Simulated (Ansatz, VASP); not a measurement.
# One calculation of Al, two programs

```
Al
1.0
     0.00000    1.96326    2.02398
     1.96326    0.00000    2.02398
     1.96326    1.96326    0.00000
Al
1
Direct
  0.00000 0.00000 0.00000
```

Change from the starting cell: equal xx and yy strain of -3 %, PAW files.

Alike in both runs: task electric field gradients; functional PBE; k mesh 14 × 14 × 14; occupations fermi-dirac, width 0.05 eV; no spin polarisation.

|  | VASP | Ansatz |
| --- | --- | --- |
| version | VASP 6.6.1 | Ansatz 0.2.0 |
| potentials or method | VASP PAW PBE potentials, release 64 (Al) | PAW with Ansatz's default frozen-core files, scalar-relativistic |
| plane-wave cutoff (eV) | 520 | 420 |
| valence electrons in the cell | 3 | 3 |

|  | VASP | Ansatz | Ansatz less VASP |
| --- | --- | --- | --- |
| pressure (GPa) | 4.8 | 4.8 | +0.04 |
| traceless stress, the component that is largest in VASP (GPa) | -1.29 | -1.28 | +0.001 |
| size of Vzz on the site where it differs most (V/Å²) | 1.7 | 1.5 | -0.20 |
